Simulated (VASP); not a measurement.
A run of VASP 6.6.1:

File POSCAR:

```
AlO2
1.0
    0.0000000000      2.3445398825      2.3445398825
    2.3445398825      0.0000000000      2.3445398825
    2.3445398825      2.3445398825      0.0000000000
Al O
1 2
Direct
    0.0000000000      0.0000000000      0.0000000000
    0.2500000000      0.2500000000      0.2500000000
    0.7500000000      0.7500000000      0.7500000000
```

INCAR.step1

```
SYSTEM = AlO2
PREC = Accurate
ENCUT = 660
ISMEAR = -1
SIGMA = 0.1
LREAL = .FALSE.
LASPH = .TRUE.
NELM = 120
NBANDS = 14
GGA = PE
ALGO = Normal
EDIFF = 1E-5
LWAVE = .TRUE.
LCHARG = .FALSE.
GGA_COMPAT = .FALSE.
```

File INCAR.step2:

```
SYSTEM = AlO2
PREC = Accurate
ENCUT = 660
EDIFF = 1E-6
ISMEAR = -1
SIGMA = 0.1
LREAL = .FALSE.
LASPH = .TRUE.
NELM = 120
ALGO = Normal
ISIF = 2
LWAVE = .FALSE.
LCHARG = .FALSE.
METAGGA = R2SCAN
LMIXTAU = .TRUE.
NBANDS = 14
ISTART = 1
GGA_COMPAT = .FALSE.
```

The input KPOINTS:

```
Automatic mesh
0
G
  12 12 12
  0 0 0
```

Potentials or basis: VASP PAW PBE potentials, release 64 (Al, O).

Command:

```sh
$ cat potpaw_PBE.64/Al/POTCAR potpaw_PBE.64/O/POTCAR > POTCAR
$ cp INCAR.step1 INCAR
$ mpirun -np 1 vasp_std > vasp.out
$ cp INCAR.step2 INCAR
$ mpirun -np 1 vasp_std > vasp.out
```

Hardware: 1 thread of Intel Xeon 6975P-C (shared host).

Estimate the wall time of this run.

Run time: 120 s on 1 thread of Intel Xeon 6975P-C (shared host), peak memory 0.18 GiB. Counts: k points 72.
